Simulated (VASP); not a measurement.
# Rb (I4/mmm) in VASP: single point with r2SCAN

Aim: the single point of Rb with r2SCAN.

Program: VASP 6.6.1. These are calculated values, not measurements. Logs are shortened: lines on timing, memory, paths and dates and some standing lists are left out, and cuts for length are marked.

### 1 The cell of the first run

Symmetry: I4/mmm, No. 139, tetragonal system. Conventional cell: a = 5.909 Å, b = 5.909 Å, c = 5.462 Å, α = 90.00°, β = 90.00°, γ = 90.00°.

### 2 Single point, r2SCAN

POSCAR

```
Rb
1.0
   -2.9545118615      2.9545118615      2.7308451955
    2.9545118615     -2.9545118615      2.7308451955
    2.9545118615      2.9545118615     -2.7308451955
Rb
1
Direct
    0.0000000000      0.0000000000      0.0000000000
```

INCAR.step1

```
SYSTEM = Rb
ALGO = Normal ; EDIFF = 1E-4
ENCUT = 520 ; GGA = PE
ISMEAR = -1 ; LASPH = .True.
LCHARG = .False. ; LREAL = .False.
LWAVE = .True. ; NBANDS = 10
NELM = 100 ; PREC = Accurate
SIGMA = 0.08
```

INCAR.step2

```
SYSTEM = Rb
ALGO = Normal ; EDIFF = 1E-6
ENCUT = 520 ; ISIF = 2
ISMEAR = -1 ; ISTART = 1
LASPH = .True. ; LCHARG = .False.
LMIXTAU = .True. ; LREAL = .False.
LWAVE = .False. ; METAGGA = R2SCAN
NBANDS = 10 ; NELM = 100
PREC = Accurate ; SIGMA = 0.08
```

KPOINTS

```
k-points
0
Gamma
  10 10 10
  0 0 0
```

Potentials or basis: VASP PAW PBE potentials, release 64 (Rb_sv).

Started as:

```console
> cat potpaw_PBE.64/Rb_sv/POTCAR > POTCAR
> cp INCAR.step1 INCAR
> mpirun -np 1 vasp_std > vasp.out
> cp INCAR.step2 INCAR
> mpirun -np 1 vasp_std > vasp.out
```

OUTCAR:

```text
SYSTEM = Rb
   EDIFF = 1E-6
   ENCUT = 520
   ISIF = 2
   ISMEAR = -1
   ISTART = 1
   LASPH = .True.
   LREAL = .False.
   METAGGA = R2SCAN
   NELM = 100
   PREC = Accurate

 ion  position               nearest neighbor table
   1  0.000  0.000  0.000-

  LATTYP: Found a body centered tetragonal cell.
 ALAT       =     5.9090237230
 C/A-ratio  =     0.9242965754

  Lattice vectors:

 A1 = (  -2.9545118615,   2.9545118615,   2.7308451955)
 A2 = (   2.9545118615,  -2.9545118615,   2.7308451955)
 A3 = (   2.9545118615,   2.9545118615,  -2.7308451955)

Analysis of symmetry for initial positions (statically):
=====================================================================
 Subroutine PRICEL returns:
 Original cell was already a primitive cell.

 Routine SETGRP: Setting up the symmetry group for a
 body centered tetragonal supercell.

 Subroutine GETGRP returns: Found 16 space group operations
 (whereof 16 operations were pure point group operations)
 out of a pool of 16 trial point group operations.

The static configuration has the point symmetry D_4h.

Analysis of symmetry for dynamics (positions and initial velocities):
=====================================================================
 Subroutine PRICEL returns:
 Original cell was already a primitive cell.

 Routine SETGRP: Setting up the symmetry group for a
 body centered tetragonal supercell.

 Subroutine GETGRP returns: Found 16 space group operations
 (whereof 16 operations were pure point group operations)
 out of a pool of 16 trial point group operations.

The dynamic configuration has the point symmetry D_4h.

 Subroutine INISYM returns: Found 16 space group operations
 (whereof 16 operations are pure point group operations),
 and found     1 'primitive' translations

----------------------------------------------------------------------------------------

                                     Primitive cell

  volume of cell :      95.3517

  direct lattice vectors                    reciprocal lattice vectors
    -2.954511861  2.954511861  2.730845196     0.000000000  0.169232693  0.183093498
     2.954511861 -2.954511861  2.730845196     0.169232693  0.000000000  0.183093498
     2.954511861  2.954511861 -2.730845196     0.169232693  0.169232693  0.000000000

  length of vectors
     4.991572514  4.991572514  4.991572514     0.249324956  0.249324956  0.239331170

  position of ions in fractional coordinates (direct lattice)
     0.000000000  0.000000000  0.000000000

  ion indices of the primitive-cell ions
   primitive index   ion index
                 1           1

----------------------------------------------------------------------------------------

 KPOINTS: k-points

Automatic generation of k-mesh.
 Grid dimensions read from file:
 generate k-points for:   10   10   10

 Generating k-lattice:

  Cartesian coordinates                     Fractional coordinates (reciprocal lattice)
     0.000000000  0.016923269  0.018309350     0.100000000  0.000000000  0.000000000
     0.016923269  0.000000000  0.018309350     0.000000000  0.100000000  0.000000000
     0.016923269  0.016923269  0.000000000     0.000000000  0.000000000  0.100000000

  Length of vectors
     0.024932496  0.024932496  0.023933117

  Shift w.r.t. Gamma in fractional coordinates (k-lattice)
     0.000000000  0.000000000  0.000000000

 Subroutine IBZKPT returns following result:
 ===========================================

 Found    102 irreducible k-points:

 Following reciprocal coordinates:
            Coordinates               Weight
  0.000000  0.000000  0.000000      1.000000
  0.100000 -0.000000  0.000000      8.000000
  0.200000 -0.000000  0.000000      8.000000
  0.300000  0.000000  0.000000      8.000000
  0.400000 -0.000000  0.000000      8.000000
  0.500000 -0.000000  0.000000      4.000000
[... 16 lines left out ...]
  0.300000  0.300000  0.000000      8.000000
  0.400000  0.300000  0.000000     16.000000
 [... further k-points ...]
   k-points           NKPTS =    102   k-points in BZ     NKDIM =    102   number of bands    NBANDS=     10
   number of dos      NEDOS =    301   number of ions     NIONS =      1
   total plane-waves  NPLWV =  64000
   dimension x,y,z NGX =    40 NGY =   40 NGZ =   40
   dimension x,y,z NGXF=    80 NGYF=   80 NGZF=   80
   ions per type =               1
   NGX,Y,Z   is equivalent  to a cutoff of  13.32, 13.32, 13.32 a.u.
   NGXF,Y,Z  is equivalent  to a cutoff of  26.64, 26.64, 26.64 a.u.
 SYSTEM =  Rb
   PREC   = accura    normal or accurate (medium, high low for compatibility)
   ISTART =      1    job   : 0-new  1-cont  2-samecut
   ICHARG =      0    charge: 1-file 2-atom 10-const
   ISPIN  =      1    spin polarized calculation?
   LNONCOLLINEAR =      F non collinear calculations
   LSORBIT =      F    spin-orbit coupling
   LASPH  =      T    aspherical Exc in radial PAW
   ENCUT  =  520.0 eV  38.22 Ry    6.18 a.u.   9.28  9.28  9.28*2*pi/ulx,y,z
   NELM   =    100;   NELMIN=  2; NELMDL=  0     # of ELM steps
   EDIFF  = 0.1E-05   stopping-criterion for ELM
   LREAL  =      F    real-space projection
   EDIFFG = 0.1E-04   stopping-criterion for IOM
   NSW    =      0    number of steps for IOM
   IBRION =     -1    ionic relax: 0-MD 1-quasi-New 2-CG
   NFREE  =      0    steps in history (QN), initial steepest desc. (CG)
   ISIF   =      2    stress and relaxation
   ISYM   =      2    0-nonsym 1-usesym 2-fastsym
   POTIM  = 0.5000    time-step for ionic-motion
   TEBEG  =    0.0;   TEEND  =   0.0 temperature during run
   PSTRESS=    0.0 pullay stress
   NELECT =       9.0000    total number of electrons
   NUPDOWN=      -1.0000    fix difference up-down
   EMIN   =  10.00;   EMAX   =-10.00  energy-range for DOS
   EFERMI =   0.00;   METHOD = LEGACY
   ISMEAR =    -1;   SIGMA  =   0.08  broadening in eV -4-tet -1-fermi 0-gaus
   EFERMI_NEDOS =   21; number of points for ismear=-14 and -15
   IALGO  =     38    algorithm
   IMIX   =      4    mixing-type and parameters
     AMIX     =   0.40;   BMIX     =  1.00
     AMIX_MAG =   1.60;   BMIX_MAG =  1.00
  volume/ion in A,a.u.               =      95.35       643.47
  Fermi-wavevector in a.u.,A,eV,Ry     =   0.745383  1.408570  7.559340  0.555596
  Thomas-Fermi vector in A             =   1.840957
   LORBIT       =      0    0 simple, 1 ext, 2 COOP (PROOUT), +10 PAW based schemes
   METAGGA = R2SCAN    functional components
   LHFCALC =     F    Hartree Fock is set to
   AEXX    =    0.0000 exact exchange contribution
   IVDW    =     0    specifies the selected vdW correction
   LEPSILON=     F    determine dielectric tensor
   LRPA    =     F    only Hartree local field effects (RPA)
 non-spin polarized calculation
  energy-cutoff  :      520.00
  volume of cell :       95.35
 maximum number of plane-waves:      2586
 NGX is ok and might be reduce to    40
   NGX = 19   NGY = 19   NGZ = 19

 number of electron       9.0000000 magnetization

 Free energy of the ion-electron system (eV)
  ---------------------------------------------------
  ext. energy  EPLUGINS =         0.00000000
  ---------------------------------------------------
  free energy    TOTEN  =       -13.92612292 eV

  energy without entropy =      -13.90709773  energy(sigma->0) =      -13.91661033

 E-fermi :  -0.0333     XC(G=0):  -5.6082

 val. band max:       -0.0476124190   @ k =  -0.4000   0.4000   0.2000
 cond. band min:      -0.0172234722   @ k =  -0.2000   0.4000   0.2000
 fundamental gap:      0.0303889468
 Fermi energy:        -0.0332958020

 k-point     1 :       0.0000    0.0000    0.0000
  band No.  band energies     occupation
      1     -30.1376      2.00000
      2     -13.6309      2.00000
      3     -13.6307      2.00000
      4     -13.6307      2.00000
      5      -2.0649      2.00000
      6       3.7598      0.00000
      7       4.2042      0.00000
      8       4.2042      0.00000
      9       4.6869      0.00000
     10       5.2812      0.00000

 k-point     2 :       0.1000   -0.0000    0.0000
  band No.  band energies     occupation
      1     -30.1373      2.00000
      2     -13.6390      2.00000
      3     -13.6334      2.00000
      4     -13.6311      2.00000
      5      -1.9410      2.00000
      6       3.6853      0.00000
      7       3.9309      0.00000
      8       4.1731      0.00000
      9       4.6383      0.00000
     10       5.0476      0.00000

 k-point     3 :       0.2000   -0.0000    0.0000
  band No.  band energies     occupation
      1     -30.1363      2.00000
      2     -13.6602      2.00000
      3     -13.6406      2.00000
      4     -13.6319      2.00000
      5      -1.5797      2.00000
      6       3.1452      0.00000
      7       3.3568      0.00000
      8       4.4017      0.00000
      9       4.7175      0.00000
     10       4.9183      0.00000

 k-point     4 :       0.3000    0.0000    0.0000
  band No.  band energies     occupation
      1     -30.1352      2.00000
      2     -13.6861      2.00000
      3     -13.6493      2.00000
      4     -13.6329      2.00000
      5      -1.0115      1.99999
      6       2.2733      0.00000
      7       3.0052      0.00000
      8       4.8095      0.00000
      9       4.8831      0.00000
     10       4.9758      0.00000
[... 222 lines left out ...]
 k-point    22 :      -0.2000    0.2000    0.0000
  band No.  band energies     occupation
      1     -30.1364      2.00000
      2     -13.6601      2.00000
      3     -13.6391      2.00000
      4     -13.6298      2.00000
      5      -1.6177      2.00000
      6       2.8860      0.00000
      7       3.7343      0.00000
      8       4.4482      0.00000
      9       4.6388      0.00000
     10       5.0364      0.00000

 k-point    23 :       0.3000    0.3000    0.0000
  band No.  band energies     occupation
      1     -30.1335      2.00000
      2     -13.6969      2.00000
      3     -13.6782      2.00000
      4     -13.6426      2.00000
      5       0.7892      0.00007
      6       1.1971      0.00000
      7       1.6313      0.00000
      8       4.3583      0.00000
      9       4.8328      0.00000
     10       5.5834      0.00000

 k-point    24 :       0.4000    0.3000    0.0000
  band No.  band energies     occupation
      1     -30.1336      2.00000
      2     -13.6949      2.00000
      3     -13.6795      2.00000
      4     -13.6408      2.00000
      5       0.6108      0.00064
      6       1.2716      0.00000
      7       1.7123      0.00000
      8       4.3750      0.00000
      9       4.9901      0.00000
     10       5.3753      0.00000

 [... further k-points ...]
[... 5 lines left out ...]
  --------------------------------------------------------------------------------------
  -------------------------------------------------------------------------------------
  Total       -0.0120292     -0.0120292      0.0228586      0.0000000      0.0000000      0.0000000
  in kB       -0.2021239     -0.2021239      0.3840886      0.0000000      0.0000000      0.0000000
  external PRESSURE =      -0.0067198 kB  Pullay stress =       0.0000000 kB

 VOLUME and BASIS-vectors are now :
 -----------------------------------------------------------------------------
  energy-cutoff  :      520.00
  volume of cell :       95.35
      direct lattice vectors                 reciprocal lattice vectors
    -2.954511861  2.954511861  2.730845196     0.000000000  0.169232693  0.183093498
     2.954511861 -2.954511861  2.730845196     0.169232693  0.000000000  0.183093498
     2.954511861  2.954511861 -2.730845196     0.169232693  0.169232693  0.000000000

 POSITION                                       TOTAL-FORCE (eV/Angst)
 -----------------------------------------------------------------------------------
      0.00000      0.00000      0.00000         0.000000      0.000000      0.000000
 -----------------------------------------------------------------------------------
    total drift:                               -0.000000     -0.000000     -0.000000

  FREE ENERGIE OF THE ION-ELECTRON SYSTEM (eV)
  ---------------------------------------------------
  free  energy   TOTEN  =       -13.9261229240 eV

  energy  without entropy=      -13.9070977350  energy(sigma->0) =      -13.91661033
```

It took 4 min on 1 thread of AMD EPYC 9R45 (Zen 5), shared host; peak memory 0.27 GiB.

What came out:

```
Free energy            : -13.9261 eV
Pressure               : 0.0 GPa
Band gap on the k mesh : zero (an odd number of electrons rules out a gap without spin polarisation)
```

Levels at points of the mesh, in eV from the Fermi level:
| k point | band 2 | band 3 | band 4 | band 5 | band 6 | band 7 | band 8 | band 9 |
| --- | --- | --- | --- | --- | --- | --- | --- | --- |
| (0.00, 0.00, 0.00) | -13.60 | -13.60 | -13.60 | -2.03 | 3.79 | 4.24 | 4.24 | 4.72 |
| (0.50, 0.00, 0.00) | -13.68 | -13.63 | -13.60 | 0.41 | 0.76 | 2.72 | 4.75 | 5.28 |
| (0.50, 0.50, 0.00) | -13.68 | -13.62 | -13.59 | 0.27 | 0.56 | 3.19 | 4.49 | 5.47 |
| (0.50, 0.50, 0.50) | -13.66 | -13.66 | -13.65 | 1.23 | 1.46 | 3.12 | 3.12 | 3.98 |

Caveat: the PAW data sets were made with another functional, which shifts forces and pressure a little.
